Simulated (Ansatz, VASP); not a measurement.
**TiAl: VASP beside Ansatz**

```xyz
2
Lattice="3.2753 0.0000 0.0000 0.0000 3.2753 0.0000 0.0000 0.0000 3.0981" Properties=species:S:1:pos:R:3 pbc="T T T"
Ti    0.0000    0.0000    0.0000
Al    1.6376    1.6376    1.5490
```

Alike in both runs: task single point; functional LDA; k mesh 16 × 16 × 16; occupations gaussian, width 0.15 eV; no spin polarisation.

|  | VASP | Ansatz |
| --- | --- | --- |
| version | VASP 6.6.1 | Ansatz 0.2.0 |
| potentials or method | VASP PAW LDA potentials, release 64 (Ti_sv, Al), cutoff 520 eV | scalar-relativistic, plane waves, PAW |
| valence electrons in the cell | 15 | 15 |

|  | VASP | Ansatz | Ansatz less VASP |
| --- | --- | --- | --- |
| gap on the k mesh at the Fermi level (eV) | none | none | - |
| pressure (GPa) | -8.8 | -8.9 | -0.14 |
| traceless stress, the component that is largest in VASP (GPa) | -1.39 | -1.38 | +0.010 |

Ansatz warns that its potentials were made for another functional, while VASP's fit it. LDA's correlation is that of Perdew and Zunger in VASP and of Perdew and Wang (1992) in Ansatz. A gap of «none» marks a metal or a gap that the smearing closes.
